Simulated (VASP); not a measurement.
Input of a VASP 6.6.1 run:

The input INCAR:

```
SYSTEM = CsInH4
PREC = Accurate
ENCUT = 600
EDIFF = 1E-6
ISMEAR = 0
SIGMA = 0.1
LREAL = .False.
LASPH = .True.
NELM = 80
ALGO = Normal
ISIF = 3
LWAVE = .False.
LCHARG = .False.
GGA = PE
IBRION = 2
NSW = 90
EDIFFG = -0.04
```

The input KPOINTS:

```
regular mesh
0
Gamma
  6 6 4
  0 0 0
```

Contents of POSCAR:

```
CsInH4
1.0
    3.7394042800      0.0000000000      0.0000000000
    0.0000000000      3.7394042800      0.0000000000
    0.0000000000      0.0000000000      6.2978870700
Cs In H
1 1 4
Direct
    0.5000000000      0.5000000000      0.5000000000
    0.0000000000      0.0000000000      0.0000000000
    0.0000000000      0.0000000000      0.6038380300
    0.5000000000      0.5000000000      0.1051980000
    0.5000000000      0.5000000000      0.8948020000
    0.0000000000      0.0000000000      0.3961619700
```

Potentials or basis: VASP PAW PBE potentials, release 64 (Cs_sv, In_d, H).

Run with:

```sh
$ cat potpaw_PBE.64/Cs_sv/POTCAR potpaw_PBE.64/In_d/POTCAR potpaw_PBE.64/H/POTCAR > POTCAR
$ mpirun -np 1 vasp_std > vasp.out
```

Predict the relaxed volume.

20.36 Å³/atom.

Estimate the space group after relaxing (to 0.1 Å).

P4/mmm (No. 123).

Estimate the relaxed cell.

a = 4.212 Å, b = 4.212 Å, c = 6.886 Å, α = 90.00°, β = 90.00°, γ = 90.00°.

Predict the band gap on the k mesh.

zero (bands 13 and 14 overlap by 1.36 eV).

Final structure:
```
Cs In H
1.0
     4.21198    0.00000    0.00000
     0.00000    4.21198    0.00000
     0.00000    0.00000    6.88649
Cs In H
1 1 4
Direct
  0.50000 0.50000 0.50000
  0.00000 0.00000 0.00000
  0.00000 0.00000 0.55864
  0.50000 0.50000 0.05605
  0.50000 0.50000 0.94395
  0.00000 0.00000 0.44136
```

Caveat: the volume moved by over 15 % at a fixed basis, so the end points are rough; spin-orbit coupling is left out, which moves the levels of the heavy elements.
